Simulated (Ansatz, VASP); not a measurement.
Given: the input of a run of VASP 6.6.1 on BN.

The input INCAR:

```
  PREC = Accurate
  ENCUT = 520
  EDIFF = 1E-6
  ISMEAR = -1
  SIGMA = 0.05
  LREAL = False
  LASPH = True
  NELM = 80
  ALGO = Normal
  ISIF = 2
  LWAVE = False
  LCHARG = True
  GGA = PS
  LELF = True
  LVHAR = True
  NBANDS = 11
```

File KPOINTS:

```
Automatic mesh
0
Gamma
  13 13 13
```

File POSCAR:

```
BN
1.0
    0.0000000000      3.5184642916      2.1804366332
    1.2599212959      0.0000000000      2.1804366332
    1.2599212959      3.5184642916      0.0000000000
N B
1 1
Direct
    0.6666513400      0.6666513400      0.3333486600
    0.0000486500      0.0000486500      0.9999513500
```

Potentials or basis: VASP PAW PBE potentials, release 64 (N, B).

The run is started by

```bash
$ cat potpaw_PBE.64/N/POTCAR potpaw_PBE.64/B/POTCAR > POTCAR
$ mpirun -np 1 vasp_std > vasp.out
```

Problem. Set up the same calculation for Ansatz 0.2.0. Potentials there: all-electron LAPW, scalar-relativistic.

Solution. As run (the cutoff follows the program's own potentials):

Contents of input.yaml:

```yaml
crystal:
  lattice:
    - [0.0, 3.5184642916, 2.1804366332]
    - [1.2599212959, 0.0, 2.1804366332]
    - [1.2599212959, 3.5184642916, 0.0]
  atoms:
    - { symbol: "N", position: [0.66665134, 0.66665134, 0.33334866] }
    - { symbol: B, position: [4.865e-05, 4.865e-05, 0.99995135] }
kpoints:
  mp_grid: { grid: [13, 13, 13] }
scf:
  occupations: { method: fermi_dirac, width: 0.05 }
hamiltonian:
  xc: pbesol
  pseudopotentials: { kind: all_electron, lapw: { basis_error: 0.001 } }
output:
  forces: true
  stress: true
  eigenvalues: true
```

Potentials or basis: all-electron LAPW, scalar-relativistic.

Launch:

```console
$ ansatz run input.yaml --threads 1 --pin off --max-ram 3072MiB --backend cpu --events-out ev --progress --plain --runs-dir out
```

Both were run:

|  | VASP | Ansatz | Ansatz less VASP |
| --- | --- | --- | --- |
| gap on the k mesh at the Fermi level (eV) | 3.78 | 3.78 | +0.005 |
| least direct gap on the mesh (eV) | 4.54 | 4.55 | +0.005 |
| pressure (GPa) | -3.6 | -3.9 | -0.30 |
| traceless stress, the component that is largest in VASP (GPa) | 3.59 | 4.03 | +0.438 |
| rms of the force components (eV/Å) | 0.005 | 0.005 | -0.0001 |

VASP's potentials were made for PBE, not for PBEsol. Atom by atom the forces differ by 0.000 eV/Å (rms over components). Ansatz ran all-electron here, and VASP with PAW potentials.
